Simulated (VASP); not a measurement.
# Si3N4 (P-43m) in VASP: notebook

The runs below take Si3N4 through relaxation of cell and atoms, with PBEsol.

Program: VASP 6.6.1. These are calculated values, not measurements. Logs are shortened: lines on timing, memory, paths and dates and some standing lists are left out, and cuts for length are marked.

### 1 The cell of the first run

It takes space group P-43m (No. 215, cubic). Conventional cell: a = 4.131 Å, b = 4.131 Å, c = 4.131 Å, α = 90.00°, β = 90.00°, γ = 90.00°. Within 2.3 Å of Si (site symmetry -42m) lie 4 N at 1.77 Å. N (site symmetry 3m) has 3 Si at 1.77 Å within 2.3 Å.

### 2 Relaxation of cell and atoms, PBEsol, target pressure 10 GPa, at which the enthalpy is minimised

The input, INCAR:

```
SYSTEM = Si3N4
ALGO = Normal
EDIFF = 1E-7
EDIFFG = -0.01
ENCUT = 600
GGA = PS
IBRION = 2
ISIF = 3
ISMEAR = -1
LASPH = .True.
LCHARG = .False.
LREAL = .False.
LWAVE = .False.
NELM = 100
NSW = 60
PREC = Accurate
PSTRESS = 100.0
SIGMA = 0.05
```

The input, KPOINTS:

```
k-points
0
Gamma
  7 7 7
  0 0 0
```

The input, POSCAR:

```
Si3N4
1.0
    4.1307800000      0.0000000000      0.0000000000
    0.0000000000      4.1307800000      0.0000000000
    0.0000000000      0.0000000000      4.1307800000
Si N
3 4
Direct
    0.0000000000      0.0000000000      0.5000000000
    0.5000000000      0.0000000000      0.0000000000
    0.0000000000      0.5000000000      0.0000000000
    0.2395200000      0.2395200000      0.7604800000
    0.7604800000      0.7604800000      0.7604800000
    0.2395200000      0.7604800000      0.2395200000
    0.7604800000      0.2395200000      0.2395200000
```

Potentials or basis: VASP PAW PBE potentials, release 64 (Si, N).

The run is started by

```
$ cat potpaw_PBE.64/Si/POTCAR potpaw_PBE.64/N/POTCAR > POTCAR
$ mpirun -np 1 vasp_std > vasp.out
```

OUTCAR:

```text
SYSTEM = Si3N4
   EDIFF = 1E-7
   EDIFFG = -0.01
   ENCUT = 600
   GGA = PS
   IBRION = 2
   ISIF = 3
   ISMEAR = -1
   LASPH = .True.
   LREAL = .False.
   NELM = 100
   NSW = 60
   PREC = Accurate
   PSTRESS = 100.0

 ion  position               nearest neighbor table
   1  0.000  0.000  0.500-   4 1.77   5 1.77   6 1.77   7 1.77   2 2.92   3 2.92   2 2.92   3 2.92
                             3 2.92   3 2.92   2 2.92   2 2.92
   2  0.500  0.000  0.000-   4 1.77   5 1.77   6 1.77   7 1.77   1 2.92   3 2.92   1 2.92   3 2.92
                             1 2.92   3 2.92   1 2.92   3 2.92
   3  0.000  0.500  0.000-   4 1.77   5 1.77   6 1.77   7 1.77   1 2.92   2 2.92   1 2.92   1 2.92
                             2 2.92   1 2.92   2 2.92   2 2.92
   4  0.240  0.240  0.760-   1 1.77   2 1.77   3 1.77
   5  0.760  0.760  0.760-   1 1.77   2 1.77   3 1.77
   6  0.240  0.760  0.240-   1 1.77   2 1.77   3 1.77
   7  0.760  0.240  0.240-   1 1.77   2 1.77   3 1.77

  LATTYP: Found a simple cubic cell.
 ALAT       =     4.1307800000

  Lattice vectors:

 A1 = (   4.1307800000,   0.0000000000,   0.0000000000)
 A2 = (   0.0000000000,   4.1307800000,   0.0000000000)
 A3 = (   0.0000000000,   0.0000000000,   4.1307800000)

Analysis of symmetry for initial positions (statically):
=====================================================================
 Subroutine PRICEL returns:
 Original cell was already a primitive cell.

 Routine SETGRP: Setting up the symmetry group for a
 simple cubic supercell.

 Subroutine GETGRP returns: Found 24 space group operations
 (whereof 24 operations were pure point group operations)
 out of a pool of 48 trial point group operations.

The static configuration has the point symmetry T_d .

Analysis of symmetry for dynamics (positions and initial velocities):
=====================================================================
 Subroutine PRICEL returns:
 Original cell was already a primitive cell.

 Routine SETGRP: Setting up the symmetry group for a
 simple cubic supercell.

 Subroutine GETGRP returns: Found 24 space group operations
 (whereof 24 operations were pure point group operations)
 out of a pool of 48 trial point group operations.

The dynamic configuration has the point symmetry T_d .

 Subroutine INISYM returns: Found 24 space group operations
 (whereof 24 operations are pure point group operations),
 and found     1 'primitive' translations

[... 83 lines left out ...]
   total plane-waves  NPLWV =  46656
   dimension x,y,z NGX =    36 NGY =   36 NGZ =   36
   dimension x,y,z NGXF=    72 NGYF=   72 NGZF=   72
   ions per type =               3   4
   NGX,Y,Z   is equivalent  to a cutoff of  14.49, 14.49, 14.49 a.u.
   NGXF,Y,Z  is equivalent  to a cutoff of  28.98, 28.98, 28.98 a.u.
 SYSTEM =  Si3N4
   PREC   = accura    normal or accurate (medium, high low for compatibility)
   ISTART =      0    job   : 0-new  1-cont  2-samecut
   ICHARG =      2    charge: 1-file 2-atom 10-const
   ISPIN  =      1    spin polarized calculation?
   LNONCOLLINEAR =      F non collinear calculations
   LSORBIT =      F    spin-orbit coupling
   LASPH  =      T    aspherical Exc in radial PAW
   ENCUT  =  600.0 eV  44.10 Ry    6.64 a.u.   8.25  8.25  8.25*2*pi/ulx,y,z
   NELM   =    100;   NELMIN=  2; NELMDL= -5     # of ELM steps
   EDIFF  = 0.1E-06   stopping-criterion for ELM
   LREAL  =      F    real-space projection
   EDIFFG = -.1E-01   stopping-criterion for IOM
   NSW    =     60    number of steps for IOM
   IBRION =      2    ionic relax: 0-MD 1-quasi-New 2-CG
   NFREE  =      1    steps in history (QN), initial steepest desc. (CG)
   ISIF   =      3    stress and relaxation
   ISYM   =      2    0-nonsym 1-usesym 2-fastsym
   POTIM  = 0.5000    time-step for ionic-motion
   TEBEG  =    0.0;   TEEND  =   0.0 temperature during run
   PSTRESS=  100.0 pullay stress
   NELECT =      32.0000    total number of electrons
   NUPDOWN=      -1.0000    fix difference up-down
   EMIN   =  10.00;   EMAX   =-10.00  energy-range for DOS
   EFERMI =   0.00;   METHOD = LEGACY
   ISMEAR =    -1;   SIGMA  =   0.05  broadening in eV -4-tet -1-fermi 0-gaus
   EFERMI_NEDOS =   21; number of points for ismear=-14 and -15
   IALGO  =     38    algorithm
   IMIX   =      4    mixing-type and parameters
     AMIX     =   0.40;   BMIX     =  1.00
     AMIX_MAG =   1.60;   BMIX_MAG =  1.00
  volume/ion in A,a.u.               =      10.07        67.95
  Fermi-wavevector in a.u.,A,eV,Ry     =   1.258228  2.377707 21.539904  1.583138
  Thomas-Fermi vector in A             =   2.391848
   LORBIT       =      0    0 simple, 1 ext, 2 COOP (PROOUT), +10 PAW based schemes
   GGA     = PS    functional components
   LHFCALC =     F    Hartree Fock is set to
   AEXX    =    0.0000 exact exchange contribution
   IVDW    =     0    specifies the selected vdW correction
   LEPSILON=     F    determine dielectric tensor
   LRPA    =     F    only Hartree local field effects (RPA)
 conjugate gradient relaxation of ions
 non-spin polarized calculation
  energy-cutoff  :      600.00
  volume of cell :       70.48
 maximum number of plane-waves:      2373
 NGX is ok and might be reduce to    36
   NGX = 17   NGY = 17   NGZ = 17

--------------------------------------- Ionic step        1  -------------------------------------------

 number of electron      31.9999999 magnetization

 Free energy of the ion-electron system (eV)
  ---------------------------------------------------
  ext. energy  EPLUGINS =         0.00000000
  ---------------------------------------------------
  free energy    TOTEN  =       -58.52869545 eV

  energy without entropy =      -58.52869545  energy(sigma->0) =      -58.52869545

------------------------ aborting loop because EDIFF is reached ----------------------------------------

  FORCE on cell =-STRESS in cart. coord.  units (eV):
  Direction    XX          YY          ZZ          XY          YZ          ZX
  --------------------------------------------------------------------------------------
  -------------------------------------------------------------------------------------
  Total       -1.7492953     -1.7492953     -1.7492953      0.0000000     -0.0000000      0.0000000
  in kB      -39.7628498    -39.7628498    -39.7628498      0.0000000     -0.0000000      0.0000000
  external PRESSURE =    -139.7628498 kB  Pullay stress =     100.0000000 kB
[... 202 lines left out ...]
--------------------------------------- Ionic step        6  -------------------------------------------

 number of electron      32.0000003 magnetization

 Free energy of the ion-electron system (eV)
  ---------------------------------------------------
  ext. energy  EPLUGINS =         0.00000000
  ---------------------------------------------------
  free energy    TOTEN  =       -58.45569250 eV

  energy without entropy =      -58.45569250  energy(sigma->0) =      -58.45569250

 E-fermi :   8.5438     XC(G=0): -11.6571

 val. band max:        7.3936957369   @ k =   0.4286   0.4286   0.4286
 cond. band min:       9.9776474554   @ k =   0.0000   0.0000   0.0000
 fundamental gap:      2.5839517184
 Fermi energy:         8.5438126868

 k-point     1 :       0.0000    0.0000    0.0000
  band No.  band energies     occupation
      1     -10.9756      2.00000
      2      -6.7885      2.00000
      3      -6.7885      2.00000
      4      -6.7885      2.00000
      5      -1.3705      2.00000
      6      -1.3705      2.00000
[... 487 lines left out ...]
  energy  without entropy=      -58.4556925041  energy(sigma->0) =      -58.45569250

  enthalpy is  TOTEN    =       -54.3196900134 eV   P V=        4.1360024907

 reached required accuracy - stopping structural energy minimisation
```

OSZICAR:

```text
N       E                     dE             d eps       ncg     rms          rms(c)
DAV:   1     0.157902611957E+03    0.15790E+03   -0.17483E+04   800   0.166E+03
DAV:   2    -0.554073319952E+02   -0.21331E+03   -0.20284E+03  1116   0.328E+02
DAV:   3    -0.656921636556E+02   -0.10285E+02   -0.10226E+02   964   0.790E+01
DAV:   4    -0.658483631486E+02   -0.15620E+00   -0.15573E+00  1008   0.102E+01
[... 56 lines left out ...]
DAV:   3    -0.584557014506E+02    0.25183E-03   -0.80820E-04   912   0.221E-01    0.438E-02
DAV:   4    -0.584556924487E+02    0.90019E-05   -0.15716E-04   920   0.856E-02    0.250E-02
DAV:   5    -0.584556921930E+02    0.25568E-06   -0.66434E-06  1004   0.199E-02    0.103E-02
DAV:   6    -0.584556924182E+02   -0.22515E-06   -0.13828E-06   924   0.842E-03    0.383E-03
DAV:   7    -0.584556925041E+02   -0.85915E-07   -0.35519E-07   756   0.473E-03
   6 F= -.54319690E+02 E0= -.54319690E+02  d E =-.249259E-01
```

Wall time 3.4 min (1 thread of Intel Xeon 8259CL, shared host); peak memory 0.22 GiB.

Results:

| Quantity | Value |
| --- | --- |
| Free energy | -58.4557 eV |
| Relaxed volume | 9.47 Å³/atom |
| Relaxed cell | a = 4.047 Å, b = 4.047 Å, c = 4.047 Å, α = 90.00°, β = 90.00°, γ = 90.00° |
| Space group after relaxing (to 0.1 Å) | P-43m (No. 215) |
| Energy change on relaxing (the run minimises the enthalpy) | +10.4 meV/atom |
| Ionic steps | 6 |
| Pressure after relaxing | 10.0 GPa |
| Band gap on the k mesh | 2.58 eV (least direct gap 2.78 eV) |

The path:
```
step  energy change (eV)  largest force (eV/Å)  pressure (GPa)  volume (Å³)
   1              0.0000                0.0486           -3.98        70.48
   2              0.7541                1.3971           36.13        61.90
   3              0.0564                0.4593            9.61        66.93
   4              0.0607                0.4704            9.91        66.86
   5              0.0654                0.1142            9.95        66.41
   6              0.0730                0.0004            9.98        66.27
```

Final structure:
```yaml
crystal:
  lattice:
    - [4.04666, 0.00000, 0.00000]
    - [0.00000, 4.04666, 0.00000]
    - [0.00000, 0.00000, 4.04666]
  atoms:
    - { symbol: Si, position: [0.00000, 0.00000, 0.50000] }
    - { symbol: Si, position: [0.50000, 0.00000, 0.00000] }
    - { symbol: Si, position: [0.00000, 0.50000, 0.00000] }
    - { symbol: N, position: [0.24314, 0.24314, 0.75686] }
    - { symbol: N, position: [0.75686, 0.75686, 0.75686] }
    - { symbol: N, position: [0.24314, 0.75686, 0.24314] }
    - { symbol: N, position: [0.75686, 0.24314, 0.24314] }
```

Levels at points of the mesh, in eV from the valence-band top:
| k point | band 13 | band 14 | band 15 | band 16 | band 17 | band 18 | band 19 | band 20 |
| --- | --- | --- | --- | --- | --- | --- | --- | --- |
| (0.00, 0.00, 0.00) | -3.28 | -0.19 | -0.19 | -0.19 | 2.58 | 2.58 | 2.58 | 4.84 |

Caveat: the cell is relaxed towards a set pressure, so the run minimises the enthalpy, not the energy; the PAW data sets were made with another functional, which shifts forces and pressure a little; an odd mesh through Γ misses points on the zone boundary, where band edges can lie.

[end of part 1 of 2]
